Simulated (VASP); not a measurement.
# BP (F-43m) in VASP: vibrations by perturbation theory with PBE

Aim: the vibrations by perturbation theory of BP with PBE.

Program: VASP 6.6.1. These are calculated values, not measurements. Logs are shortened: lines on timing, memory, paths and dates and some standing lists are left out, and cuts for length are marked.

### Step 1. The cell of the first run

It takes space group F-43m (No. 216, cubic). The conventional cell has a = 4.548 Å, b = 4.548 Å, c = 4.548 Å, α = 90.00°, β = 90.00°, γ = 90.00°. B (site symmetry -43m) has 4 P at 1.97 Å within 2.6 Å. Within 2.6 Å of P (site symmetry -43m) lie 4 B at 1.97 Å.

### Step 2. Vibrations by perturbation theory, PBE

INCAR

```
PREC = Accurate
ENCUT = 500
EDIFF = 1E-8
ISMEAR = 0
SIGMA = 0.01
LREAL = F
LASPH = T
NELM = 120
ALGO = Normal
ISIF = 2
LWAVE = F
LCHARG = F
GGA = PE
NBANDS = 11
IBRION = 8
NSW = 1
LEPSILON = T
GGA_COMPAT = F
```

KPOINTS

```
Automatic mesh
0
Gamma
  9 9 9
```

POSCAR

```
BP
1.0
    0.0000000000      2.2740891669      2.2740891669
    2.2740891669      0.0000000000      2.2740891669
    2.2740891669      2.2740891669      0.0000000000
B P
1 1
Direct
    0.0000000000      0.0000000000      0.0000000000
    0.7500000000      0.7500000000      0.7500000000
```

Potentials or basis: VASP PAW PBE potentials, release 64 (B, P).

Command:

```console
cat potpaw_PBE.64/B/POTCAR potpaw_PBE.64/P/POTCAR > POTCAR
mpirun -np 1 vasp_std > vasp.out
```

OUTCAR:

```text
PREC = Accurate
   ENCUT = 500
   EDIFF = 1E-8
   ISMEAR = 0
   LREAL = F
   LASPH = T
   NELM = 120
   ISIF = 2
   GGA = PE
   IBRION = 8
   NSW = 1
   LEPSILON = T

 ion  position               nearest neighbor table
   1  0.000  0.000  0.000-   2 1.97   2 1.97   2 1.97   2 1.97
   2  0.750  0.750  0.750-   1 1.97   1 1.97   1 1.97   1 1.97

  LATTYP: Found a face centered cubic cell.
 ALAT       =     4.5481783338

  Lattice vectors:

 A1 = (   0.0000000000,   2.2740891669,   2.2740891669)
 A2 = (   2.2740891669,   0.0000000000,   2.2740891669)
 A3 = (   2.2740891669,   2.2740891669,   0.0000000000)

Analysis of symmetry for initial positions (statically):
=====================================================================
 Subroutine PRICEL returns:
 Original cell was already a primitive cell.

 Routine SETGRP: Setting up the symmetry group for a
 face centered cubic supercell.

 Subroutine GETGRP returns: Found 24 space group operations
 (whereof 24 operations were pure point group operations)
 out of a pool of 48 trial point group operations.

The static configuration has the point symmetry T_d .

Analysis of symmetry for dynamics (positions and initial velocities):
=====================================================================
 Subroutine PRICEL returns:
 Original cell was already a primitive cell.

 Routine SETGRP: Setting up the symmetry group for a
 face centered cubic supercell.

 Subroutine GETGRP returns: Found 24 space group operations
 (whereof 24 operations were pure point group operations)
 out of a pool of 48 trial point group operations.

The dynamic configuration has the point symmetry T_d .

 Subroutine INISYM returns: Found 24 space group operations
 (whereof 24 operations are pure point group operations),
 and found     1 'primitive' translations

----------------------------------------------------------------------------------------

                                     Primitive cell

  volume of cell :      23.5208

  direct lattice vectors                    reciprocal lattice vectors
     0.000000000  2.274089167  2.274089167    -0.219868248  0.219868248  0.219868248
     2.274089167  0.000000000  2.274089167     0.219868248 -0.219868248  0.219868248
     2.274089167  2.274089167  0.000000000     0.219868248  0.219868248 -0.219868248

  length of vectors
     3.216047742  3.216047742  3.216047742     0.380822976  0.380822976  0.380822976

  position of ions in fractional coordinates (direct lattice)
     0.000000000  0.000000000  0.000000000
     0.750000000  0.750000000  0.750000000

  ion indices of the primitive-cell ions
   primitive index   ion index
                 1           1
                 2           2

----------------------------------------------------------------------------------------

 KPOINTS: Automatic mesh

Automatic generation of k-mesh.
 Grid dimensions read from file:
 generate k-points for:    9    9    9

 Generating k-lattice:

  Cartesian coordinates                     Fractional coordinates (reciprocal lattice)
    -0.024429805  0.024429805  0.024429805     0.111111111  0.000000000  0.000000000
[... 484 lines left out ...]
  ---------------------------------------------------
  ---------------------------------------------------
  free energy    TOTEN  =        -0.58111147 eV

  energy without entropy =       -0.58111147

------------------------ aborting loop because EDIFF is reached ----------------------------------------

--------------------------------------- Ionic step        2  -------------------------------------------

------------------------ aborting loop because EDIFF is reached ----------------------------------------

--------------------------------------- Ionic step        3  -------------------------------------------

------------------------ aborting loop because EDIFF is reached ----------------------------------------

 PIEZOELECTRIC TENSOR FIELD DIRECTION 3  (e Angst)
 -----------------------------------------------------------------------------
    -0.00046 -0.14539  0.00000           ( -0.00000 -0.07792  0.00000)
    -0.14539 -0.00046  0.00000           ( -0.07792 -0.00000  0.00000)
     0.00000  0.00000 -0.00015           (  0.00000  0.00000 -0.00000)

 PIEZOELECTRIC TENSOR FIELD DIRECTION 3  (C/m^2)
 -----------------------------------------------------------------------------
    -0.00031 -0.09904  0.00000
    -0.09904 -0.00031  0.00000
     0.00000  0.00000 -0.00010

--------------------------------------- Ionic step        4  -------------------------------------------

------------------------ aborting loop because EDIFF is reached ----------------------------------------

[... ionic steps 5 to 6 ...]

--------------------------------------- Ionic step        7  -------------------------------------------

 Free energy of the ion-electron system (eV)
  ---------------------------------------------------
  ---------------------------------------------------
  free energy    TOTEN  =        -0.04101779 eV

  energy without entropy =       -0.04101779

------------------------ aborting loop because EDIFF is reached ----------------------------------------

 INTERNAL STRAIN TENSOR  FOR ION    2  DIRECTION 1   (eV/Angst):
 -----------------------------------------------------------------------------
     0.00003  0.00000  0.00000
     0.00000  0.00281  6.53759
     0.00000  6.53759  0.00281

 MACROSCOPIC STATIC DIELECTRIC TENSOR (including local field effects in DFT)
 ------------------------------------------------------
           9.353370    -0.000000     0.000000
           0.000000     9.353370    -0.000000
           0.000000    -0.000000     9.353370
 ------------------------------------------------------

 PIEZOELECTRIC TENSOR (including local field effects)  for field in x, y, z        (e  Angst)
          XX          YY          ZZ          XY          YZ          ZX
  --------------------------------------------------------------------------------
  x     0.00000     0.00000     0.00000     0.00000    -0.14008     0.00000
  y     0.00000    -0.00000    -0.00000     0.00000     0.00000    -0.14008
  z    -0.00000     0.00000     0.00000    -0.14008     0.00000     0.00000

 PIEZOELECTRIC TENSOR (including local field effects)  for field in x, y, z        (C/m^2)
          XX          YY          ZZ          XY          YZ          ZX
  --------------------------------------------------------------------------------
  x     0.00000     0.00000     0.00000     0.00000    -0.09542     0.00000
  y     0.00000    -0.00000    -0.00000     0.00000     0.00000    -0.09542
  z    -0.00000     0.00000     0.00000    -0.09542     0.00000     0.00000

 BORN EFFECTIVE CHARGES (including local field effects) (in |e|, cummulative output)
 ---------------------------------------------------------------------------------
 ion    1
    1    -0.47086     0.00000    -0.00000
    2    -0.00000    -0.47086    -0.00000
    3     0.00000     0.00000    -0.47086
 ion    2
    1     0.47086     0.00000     0.00000
    2     0.00000     0.47086     0.00000
    3     0.00000    -0.00000     0.47086

 INTERNAL STRAIN TENSOR FOR ION    2 for displacements in x,y,z  (eV/Angst):
          X           Y           Z          XY          YZ          ZX
  --------------------------------------------------------------------------------
  x     0.00000     0.00000     0.00000     0.00000     6.53759     0.00000
  y    -0.00000     0.00000    -0.00000     0.00000     0.00000     6.53759
  z     0.00000     0.00000     0.00000     6.53759     0.00000     0.00000

 SECOND DERIVATIVES (NOT SYMMETRIZED)
 ------------------------------------
               1X          1Y          1Z          2X          2Y          2Z
  1X   -18.795519    0.000000    0.000000   18.795519    0.000000    0.000000
  1Y     0.000000  -18.795519    0.000000    0.000000   18.795519    0.000000
  1Z     0.000000    0.000000  -18.795519    0.000000    0.000000   18.795519
  2X    18.791059    0.000000    0.000000  -18.791059    0.000000    0.000000
  2Y     0.000000   18.791059    0.000000    0.000000  -18.791059    0.000000
  2Z     0.000000    0.000000   18.791059    0.000000    0.000000  -18.791059

 Eigenvectors and eigenvalues of the dynamical matrix
 ----------------------------------------------------

   1 f  =   23.941049 THz   150.426048 2PiTHz  798.587440 cm-1    99.012179 meV
             X         Y         Z           dx          dy          dz
      0.000000  0.000000  0.000000    -0.860997    0.000000    0.000000
      3.411134  3.411134  3.411134     0.508610    0.000000    0.000000
[... 21 lines left out ...]
   6 f/i=    0.001244 THz     0.007817 2PiTHz    0.041500 cm-1     0.005145 meV
             X         Y         Z           dx          dy          dz
      0.000000  0.000000  0.000000     0.000000   -0.508610    0.000000
      3.411134  3.411134  3.411134     0.000000   -0.860997    0.000000

--------------------------------------------------------------------------------------------------------

 MACROSCOPIC STATIC DIELECTRIC TENSOR IONIC CONTRIBUTION
 ------------------------------------------------------
           0.090762     0.000000    -0.000000
           0.000000     0.090762     0.000000
          -0.000000     0.000000     0.090762
 ------------------------------------------------------

 ELASTIC MODULI CONTR FROM IONIC RELAXATION (kBar)
 Direction    XX          YY          ZZ          XY          YZ          ZX
 --------------------------------------------------------------------------------
 XX          -0.0000      0.0000     -0.0000      0.0000     -0.0000      0.0000
 YY           0.0000     -0.0000      0.0000      0.0000      0.0000     -0.0000
 ZZ          -0.0000      0.0000     -0.0000     -0.0000      0.0000      0.0000
 XY           0.0000      0.0000     -0.0000   -164.1230      0.0000      0.0000
 YZ          -0.0000      0.0000      0.0000      0.0000   -164.1230     -0.0000
 ZX           0.0000     -0.0000      0.0000      0.0000     -0.0000   -164.1230
 --------------------------------------------------------------------------------

 PIEZOELECTRIC TENSOR IONIC CONTR  for field in x, y, z        (C/m^2)
          XX          YY          ZZ          XY          YZ          ZX
  --------------------------------------------------------------------------------
  x     0.00000    -0.00000    -0.00000    -0.00000     0.11484     0.00000
  y    -0.00000     0.00000    -0.00000    -0.00000     0.00000     0.11484
  z    -0.00000    -0.00000     0.00000     0.11484    -0.00000     0.00000
```

It took 2.7 min on 1 thread of Intel Xeon 8259CL, shared host; peak memory 0.2 GiB.

What came out:

- Electronic dielectric tensor (diagonal): 9.35
- Born charges (mean of the diagonal): B -0.47; P +0.47 e
- Highest phonon frequency at Γ, LO-TO splitting left out: 799 cm⁻¹

Phonon frequencies in cm⁻¹ (negative: imaginary):
| q point | frequencies |
| --- | --- |
| (0.000, 0.000, 0.000) | 0 0 0 799 799 799 |

Electronic dielectric tensor:
```
9.35 0.00 0.00
0.00 9.35 0.00
0.00 0.00 9.35
```

Born effective charge tensors (e):
atom 1, B
```
-0.47  0.00  0.00
 0.00 -0.47  0.00
 0.00  0.00 -0.47
```
atom 2, P
```
0.47 0.00 0.00
0.00 0.47 0.00
0.00 0.00 0.47
```
